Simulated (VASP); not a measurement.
Input of a VASP 6.6.1 run:

INCAR

```
SYSTEM = ZrN
ALGO     = Normal         ! electronic algorithm
EDIFF    = 1E-6           ! SCF threshold, eV
ENCUT    = 600            ! plane-wave cutoff, eV
GGA_COMPAT= .False.      
ISIF     = 2              ! what is computed and relaxed
ISMEAR   = 0              ! smearing method
ISPIN    = 2              ! spin polarisation
LASPH    = .True.         ! aspherical terms in the spheres
LCHARG   = .False.        ! write CHGCAR
LMAXMIX  = 4              ! l up to which the mixer works
LORBIT   = 11             ! projections on sites
LREAL    = .False.        ! projectors in reciprocal space
LWAVE    = .False.        ! write WAVECAR
MAGMOM   = 0.125 0        ! initial moments
NBANDS   = 20             ! bands
NELM     = 200            ! most SCF steps
NUPDOWN  = 0.125          ! fixed moment
PREC     = Accurate       ! precision mode
SIGMA    = 0.15           ! smearing width, eV
```

Contents of KPOINTS:

```
k-points
0
Gamma
  18 18 18
  0 0 0
```

Contents of POSCAR:

```
ZrN
1.0
    0.0000000000      2.2320380598      2.2320380598
    2.2320380598      0.0000000000      2.2320380598
    2.2320380598      2.2320380598      0.0000000000
Zr N
1 1
Direct
    0.0000000000      0.0000000000      0.0000000000
    0.5000000000      0.5000000000      0.5000000000
```

Potentials or basis: VASP PAW LDA potentials, release 64 (Zr_sv, N).

Command:

```bash
$ cat potpaw_LDA.64/Zr_sv/POTCAR potpaw_LDA.64/N/POTCAR > POTCAR
$ mpirun -np 1 vasp_std > vasp.out
```

Q: Predict the pressure.

A: 13.4 GPa.

Caveat: the total moment is fixed, so each spin has its own Fermi level.
